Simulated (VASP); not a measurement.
A run of VASP 6.6.1 is set up as follows.

INCAR

```
SYSTEM = BiTe
ALGO     = Normal         ! electronic algorithm
EDIFF    = 1E-6           ! SCF threshold, eV
ENCUT    = 520            ! plane-wave cutoff, eV
GGA      = PS             ! functional
ISIF     = 2              ! what is computed and relaxed
ISMEAR   = 0              ! smearing method
LASPH    = .True.         ! aspherical terms in the spheres
LCHARG   = .False.        ! write CHGCAR
LREAL    = .False.        ! projectors in reciprocal space
LWAVE    = .False.        ! write WAVECAR
NBANDS   = 18             ! bands
NELM     = 80             ! most SCF steps
PREC     = Accurate       ! precision mode
SIGMA    = 0.1            ! smearing width, eV
```

File KPOINTS:

```
k-points
0
Gamma
  12 12 12
  0 0 0
```

POSCAR

```
BiTe
1.0
    0.0000000000      3.1971538283      3.1971538283
    3.1971538283      0.0000000000      3.1971538283
    3.1971538283      3.1971538283      0.0000000000
Bi Te
1 1
Direct
    0.0000000000      0.0000000000      0.0000000000
    0.5000000000      0.5000000000      0.5000000000
```

Potentials or basis: VASP PAW PBE potentials, release 64 (Bi_d, Te).

Run with:

```console
$ cat potpaw_PBE.64/Bi_d/POTCAR potpaw_PBE.64/Te/POTCAR > POTCAR
$ mpirun -np 1 vasp_std > vasp.out
```

Task: Predict the pressure.

Result: 0.0 GPa.

Caveat: the PAW data sets were made with another functional, which shifts forces and pressure a little.
